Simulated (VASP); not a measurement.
BAs:

```
CELL_PARAMETERS angstrom
0.00000 2.39187 2.39187
2.39187 0.00000 2.39187
2.39187 2.39187 0.00000
ATOMIC_POSITIONS crystal
B 0.00000 0.00000 0.00000
As 0.25000 0.25000 0.25000
```

Base run:

```yaml
Program: VASP 6.6.1
Functional: PBE
Potentials_or_basis: VASP PAW PBE potentials, release 64 (B, As)
Cutoff: 520 eV
k_mesh: 8 × 8 × 8
Occupations: gaussian, width 0.01 eV
Spin: no spin polarisation
```

Its results: band gap on the k mesh 1.19 eV, indirect (least direct gap 3.27 eV); pressure 2.8 GPa.

Q: The run is repeated on the same cell with these changes: functional from PBE to r2SCAN. What comes out?

A: Band gap on the k mesh 1.39 eV, indirect (least direct gap 3.44 eV); pressure 0.3 GPa.

r2SCAN gives the wider gap, since meta-GGAs in the generalised Kohn-Sham scheme recover part of the derivative discontinuity.

Caveats: the PAW data sets were made with another functional, which shifts forces and pressure a little (some runs).

A k mesh can miss the band edges.
